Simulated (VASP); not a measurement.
# W (Pm-3n) in VASP: relaxation of cell and atoms with LDA

Aim: the relaxation of cell and atoms of W with LDA.

Everything below comes from runs of VASP 6.6.1. Logs are shortened: lines on timing, memory, paths and dates and some standing lists are left out, and cuts for length are marked.

**1. The cell of the first run**

The structure is cubic, space group Pm-3n (No. 223). Conventional cell: a = 5.079 Å, b = 5.079 Å, c = 5.079 Å, α = 90.00°, β = 90.00°, γ = 90.00°. Within 3.7 Å of W (site symmetry m-3) lie 12 W at 2.84 Å. Within 3.4 Å of W (site symmetry -4m2) lie 14 W at 2.54 to 3.11 Å.

**2. Relaxation of cell and atoms, LDA**

INCAR

```
SYSTEM = W
  ALGO = Fast
  EDIFF = 1E-6
  EDIFFG = -0.005
  ENCUT = 600
  GGA = CA
  IBRION = 2
  ISIF = 3
  ISMEAR = 0
  LASPH = .TRUE.
  LCHARG = .FALSE.
  LREAL = .FALSE.
  LWAVE = .FALSE.
  NELM = 60
  NSW = 70
  PREC = Accurate
  SIGMA = 0.1
```

KPOINTS

```
k-points
0
G
  8 8 8
  0 0 0
```

POSCAR

```
W
1.0
    5.0786766932      0.0000000000      0.0000000000
    0.0000000000      5.0786766932      0.0000000000
    0.0000000000      0.0000000000      5.0786766932
W
8
Direct
    0.0000000000      0.0000000000      0.0000000000
    0.5000000000      0.5000000000      0.5000000000
    0.0000000000      0.5000000000      0.2500000000
    0.0000000000      0.5000000000      0.7500000000
    0.2500000000      0.0000000000      0.5000000000
    0.7500000000      0.0000000000      0.5000000000
    0.5000000000      0.7500000000      0.0000000000
    0.5000000000      0.2500000000      0.0000000000
```

Potentials or basis: VASP PAW LDA potentials, release 64 (W_sv).

The run is started by

```sh
$ cat potpaw_LDA.64/W_sv/POTCAR > POTCAR
$ mpirun -np 1 vasp_std > vasp.out
```

OUTCAR:

```text
SYSTEM = W
   EDIFF = 1E-6
   EDIFFG = -0.005
   ENCUT = 600
   GGA = CA
   IBRION = 2
   ISIF = 3
   ISMEAR = 0
   LASPH = .TRUE.
   LREAL = .FALSE.
   NELM = 60
   NSW = 70
   PREC = Accurate

 ion  position               nearest neighbor table
   1  0.000  0.000  0.000-   3 2.84   4 2.84   5 2.84   6 2.84   7 2.84   8 2.84   5 2.84   6 2.84
                             3 2.84   4 2.84   7 2.84   8 2.84
   2  0.500  0.500  0.500-   3 2.84   4 2.84   5 2.84   6 2.84   7 2.84   8 2.84   7 2.84   8 2.84
                             5 2.84   6 2.84   3 2.84   4 2.84
   3  0.000  0.500  0.250-   4 2.54   4 2.54   1 2.84   2 2.84   1 2.84   2 2.84   8 3.11   5 3.11
                             6 3.11   5 3.11   6 3.11   7 3.11   7 3.11   8 3.11
   4  0.000  0.500  0.750-   3 2.54   3 2.54   1 2.84   2 2.84   1 2.84   2 2.84   8 3.11   5 3.11
                             6 3.11   5 3.11   6 3.11   7 3.11   7 3.11   8 3.11
   5  0.250  0.000  0.500-   6 2.54   6 2.54   1 2.84   1 2.84   2 2.84   2 2.84   8 3.11   4 3.11
                             7 3.11   8 3.11   3 3.11   3 3.11   4 3.11   7 3.11
   6  0.750  0.000  0.500-   5 2.54   5 2.54   1 2.84   1 2.84   2 2.84   2 2.84   8 3.11   4 3.11
                             7 3.11   8 3.11   3 3.11   3 3.11   4 3.11   7 3.11
   7  0.500  0.750  0.000-   8 2.54   8 2.54   1 2.84   2 2.84   2 2.84   1 2.84   3 3.11   4 3.11
                             5 3.11   6 3.11   5 3.11   6 3.11   3 3.11   4 3.11
   8  0.500  0.250  0.000-   7 2.54   7 2.54   1 2.84   2 2.84   2 2.84   1 2.84   3 3.11   4 3.11
                             5 3.11   6 3.11   5 3.11   6 3.11   3 3.11   4 3.11

  LATTYP: Found a simple cubic cell.
 ALAT       =     5.0786766932

  Lattice vectors:

 A1 = (   5.0786766932,   0.0000000000,   0.0000000000)
 A2 = (   0.0000000000,   5.0786766932,   0.0000000000)
 A3 = (   0.0000000000,   0.0000000000,   5.0786766932)

Analysis of symmetry for initial positions (statically):
=====================================================================
 Subroutine PRICEL returns:
 Original cell was already a primitive cell.

 Routine SETGRP: Setting up the symmetry group for a
 simple cubic supercell.

 Subroutine GETGRP returns: Found 48 space group operations
 (whereof 24 operations were pure point group operations)
 out of a pool of 48 trial point group operations.

The static configuration has the point symmetry T_h .
 The point group associated with its full space group is O_h .

Analysis of symmetry for dynamics (positions and initial velocities):
=====================================================================
 Subroutine PRICEL returns:
 Original cell was already a primitive cell.

 Routine SETGRP: Setting up the symmetry group for a
 simple cubic supercell.

 Subroutine GETGRP returns: Found 48 space group operations
 (whereof 24 operations were pure point group operations)
 out of a pool of 48 trial point group operations.

The dynamic configuration has the point symmetry T_h .
 The point group associated with its full space group is O_h .

 Subroutine INISYM returns: Found 48 space group operations
 (whereof 24 operations are pure point group operations),
 and found     1 'primitive' translations

----------------------------------------------------------------------------------------

                                     Primitive cell

  volume of cell :     130.9941

  direct lattice vectors                    reciprocal lattice vectors
     5.078676693  0.000000000  0.000000000     0.196901685  0.000000000  0.000000000
     0.000000000  5.078676693  0.000000000     0.000000000  0.196901685  0.000000000
     0.000000000  0.000000000  5.078676693     0.000000000  0.000000000  0.196901685

  length of vectors
     5.078676693  5.078676693  5.078676693     0.196901685  0.196901685  0.196901685

  position of ions in fractional coordinates (direct lattice)
     0.000000000  0.000000000  0.000000000
     0.500000000  0.500000000  0.500000000
     0.000000000  0.500000000  0.250000000
     0.000000000  0.500000000  0.750000000
     0.250000000  0.000000000  0.500000000
     0.750000000  0.000000000  0.500000000
     0.500000000  0.750000000  0.000000000
     0.500000000  0.250000000  0.000000000

  ion indices of the primitive-cell ions
   primitive index   ion index
                 1           1
                 2           2
                 3           3
                 4           4
                 5           5
                 6           6
                 7           7
                 8           8

----------------------------------------------------------------------------------------

 KPOINTS: k-points

Automatic generation of k-mesh.
 Grid dimensions read from file:
 generate k-points for:    8    8    8

 Generating k-lattice:

  Cartesian coordinates                     Fractional coordinates (reciprocal lattice)
     0.024612711  0.000000000  0.000000000     0.125000000  0.000000000  0.000000000
     0.000000000  0.024612711  0.000000000     0.000000000  0.125000000  0.000000000
     0.000000000  0.000000000  0.024612711     0.000000000  0.000000000  0.125000000

  Length of vectors
     0.024612711  0.024612711  0.024612711

  Shift w.r.t. Gamma in fractional coordinates (k-lattice)
     0.000000000  0.000000000  0.000000000

 Subroutine IBZKPT returns following result:
 ===========================================

 Found     35 irreducible k-points:

 Following reciprocal coordinates:
            Coordinates               Weight
  0.000000  0.000000  0.000000      1.000000
  0.125000  0.000000  0.000000      6.000000
  0.250000  0.000000  0.000000      6.000000
  0.375000  0.000000  0.000000      6.000000
  0.500000  0.000000  0.000000      3.000000
  0.125000  0.125000  0.000000     12.000000
[... 16 lines left out ...]
  0.375000  0.375000  0.125000     24.000000
  0.500000  0.375000  0.125000     24.000000
 [... further k-points ...]
   k-points           NKPTS =     35   k-points in BZ     NKDIM =     35   number of bands    NBANDS=     67
   number of dos      NEDOS =    301   number of ions     NIONS =      8
   total plane-waves  NPLWV =  74088
   dimension x,y,z NGX =    42 NGY =   42 NGZ =   42
   dimension x,y,z NGXF=    84 NGYF=   84 NGZF=   84
   ions per type =               8
   NGX,Y,Z   is equivalent  to a cutoff of  13.75, 13.75, 13.75 a.u.
   NGXF,Y,Z  is equivalent  to a cutoff of  27.50, 27.50, 27.50 a.u.
 SYSTEM =  W
   PREC   = accura    normal or accurate (medium, high low for compatibility)
   ISTART =      0    job   : 0-new  1-cont  2-samecut
   ICHARG =      2    charge: 1-file 2-atom 10-const
   ISPIN  =      1    spin polarized calculation?
   LNONCOLLINEAR =      F non collinear calculations
   LSORBIT =      F    spin-orbit coupling
   LASPH  =      T    aspherical Exc in radial PAW
   ENCUT  =  600.0 eV  44.10 Ry    6.64 a.u.  10.14 10.14 10.14*2*pi/ulx,y,z
   NELM   =     60;   NELMIN=  2; NELMDL= -5     # of ELM steps
   EDIFF  = 0.1E-05   stopping-criterion for ELM
   LREAL  =      F    real-space projection
   EDIFFG = -.5E-02   stopping-criterion for IOM
   NSW    =     70    number of steps for IOM
   IBRION =      2    ionic relax: 0-MD 1-quasi-New 2-CG
   NFREE  =      1    steps in history (QN), initial steepest desc. (CG)
   ISIF   =      3    stress and relaxation
   ISYM   =      2    0-nonsym 1-usesym 2-fastsym
   POTIM  = 0.5000    time-step for ionic-motion
   TEBEG  =    0.0;   TEEND  =   0.0 temperature during run
   PSTRESS=    0.0 pullay stress
   NELECT =     112.0000    total number of electrons
   NUPDOWN=      -1.0000    fix difference up-down
   EMIN   =  10.00;   EMAX   =-10.00  energy-range for DOS
   EFERMI =   0.00;   METHOD = LEGACY
   ISMEAR =     0;   SIGMA  =   0.10  broadening in eV -4-tet -1-fermi 0-gaus
   EFERMI_NEDOS =   21; number of points for ismear=-14 and -15
   IALGO  =     68    algorithm
   IMIX   =      4    mixing-type and parameters
     AMIX     =   0.40;   BMIX     =  1.00
     AMIX_MAG =   1.60;   BMIX_MAG =  1.00
  volume/ion in A,a.u.               =      16.37       110.50
  Fermi-wavevector in a.u.,A,eV,Ry     =   1.553807  2.936269 32.848746  2.414315
  Thomas-Fermi vector in A             =   2.657984
   LORBIT       =      0    0 simple, 1 ext, 2 COOP (PROOUT), +10 PAW based schemes
   GGA     = CA    functional components
   LHFCALC =     F    Hartree Fock is set to
   AEXX    =    0.0000 exact exchange contribution
   IVDW    =     0    specifies the selected vdW correction
   LEPSILON=     F    determine dielectric tensor
   LRPA    =     F    only Hartree local field effects (RPA)
 conjugate gradient relaxation of ions
 non-spin polarized calculation
 RMM-DIIS sequential band-by-band and
 Gauss-broadening in eV      SIGMA  =   0.10
  energy-cutoff  :      600.00
  volume of cell :      130.99
 maximum number of plane-waves:      4416
 NGX is ok and might be reduce to    42
   NGX = 21   NGY = 21   NGZ = 21

--------------------------------------- Ionic step        1  -------------------------------------------

 number of electron     111.9999979 magnetization

 Free energy of the ion-electron system (eV)
  ---------------------------------------------------
  ext. energy  EPLUGINS =         0.00000000
  ---------------------------------------------------
  free energy    TOTEN  =      -111.87001230 eV

  energy without entropy =     -111.85966835  energy(sigma->0) =     -111.86484032

------------------------ aborting loop because EDIFF is reached ----------------------------------------

  FORCE on cell =-STRESS in cart. coord.  units (eV):
  Direction    XX          YY          ZZ          XY          YZ          ZX
  --------------------------------------------------------------------------------------
  -------------------------------------------------------------------------------------
  Total       -9.7186754     -9.7186754     -9.7186754     -0.0000000      0.0000000      0.0000000
  in kB     -118.8682747   -118.8682747   -118.8682747     -0.0000000      0.0000000      0.0000000
  external PRESSURE =    -118.8682747 kB  Pullay stress =       0.0000000 kB
[... 237 lines left out ...]
  energy  without entropy=     -112.0506989364  energy(sigma->0) =     -112.05618369

--------------------------------------- Ionic step        7  -------------------------------------------

 number of electron     111.9999979 magnetization

 Free energy of the ion-electron system (eV)
  ---------------------------------------------------
  ext. energy  EPLUGINS =         0.00000000
  ---------------------------------------------------
  free energy    TOTEN  =      -112.06189288 eV

  energy without entropy =     -112.05089207  energy(sigma->0) =     -112.05639247

 E-fermi :  11.1704     XC(G=0): -13.8516

 val. band max:       11.1243272014   @ k =   0.3750   0.3750   0.1250
 cond. band min:      11.1846607948   @ k =   0.1250   0.1250   0.0000
 fundamental gap:      0.0603335934
 Fermi energy:        11.1704198559

 k-point     1 :       0.0000    0.0000    0.0000
  band No.  band energies     occupation
      1     -62.3874      2.00000
      2     -62.3317      2.00000
      3     -62.3317      2.00000
      4     -62.1711      2.00000
      5     -62.1711      2.00000
      6     -62.1711      2.00000
[... 1669 lines left out ...]
     66      14.0383      0.00000
     67      14.1094      0.00000

 [... further k-points ...]
[... 5 lines left out ...]
  --------------------------------------------------------------------------------------
  -------------------------------------------------------------------------------------
  Total        0.0101730      0.0101730      0.0101730      0.0000000      0.0000000     -0.0000000
  in kB        0.1293604      0.1293604      0.1293604      0.0000000      0.0000000     -0.0000000
  external PRESSURE =       0.1293604 kB  Pullay stress =       0.0000000 kB
[... 23 lines left out ...]
  FREE ENERGIE OF THE ION-ELECTRON SYSTEM (eV)
  ---------------------------------------------------
  free  energy   TOTEN  =      -112.0618928813 eV

  energy  without entropy=     -112.0508920668  energy(sigma->0) =     -112.05639247

 reached required accuracy - stopping structural energy minimisation
```

It took 13 min on 1 thread of Intel Xeon 6975P-C (Granite Rapids), shared host; peak memory 0.38 GiB.

What came out:

```yaml
Free_energy: -112.0619 eV
Relaxed_volume: 15.75 Å³/atom
Relaxed_cell: a = 5.013 Å, b = 5.013 Å, c = 5.013 Å, α = 90.00°, β = 90.00°, γ = 90.00°
Space_group_after_relaxing_to_0.1_Å: Pm-3n (No. 223)
Energy_gained_by_relaxing: 24.0 meV/atom
Ionic_steps: 7
Pressure_after_relaxing: 0.0 GPa
Band_gap_on_the_k_mesh: zero (bands 56 and 57 overlap by 1.02 eV)
```

The path:
```
step  energy change (eV)  largest force (eV/Å)  pressure (GPa)  volume (Å³)
   1              0.0000                0.0000          -11.89       130.99
   2              2.7240                0.0000           63.08       109.29
   3             -0.1910                0.0000           -0.85       126.31
   4             -0.1919                0.0000           -0.12       126.04
   5             -0.1919                0.0000            0.14       125.94
   6             -0.1917                0.0000           -0.50       126.15
   7             -0.1919                0.0000            0.01       126.00
```

Final structure:
```yaml
crystal:
  lattice:
    - [5.01325, 0.00000, 0.00000]
    - [0.00000, 5.01325, 0.00000]
    - [0.00000, 0.00000, 5.01325]
  atoms:
    - { symbol: W, position: [0.00000, 0.00000, 0.00000] }
    - { symbol: W, position: [0.50000, 0.50000, 0.50000] }
    - { symbol: W, position: [0.00000, 0.50000, 0.25000] }
    - { symbol: W, position: [0.00000, 0.50000, 0.75000] }
    - { symbol: W, position: [0.25000, 0.00000, 0.50000] }
    - { symbol: W, position: [0.75000, 0.00000, 0.50000] }
    - { symbol: W, position: [0.50000, 0.75000, 0.00000] }
    - { symbol: W, position: [0.50000, 0.25000, 0.00000] }
```

Caveat: spin-orbit coupling is left out, which moves the levels of the heavy elements.

The gap in the log of VASP goes by the Fermi energy; the results here count the filled bands.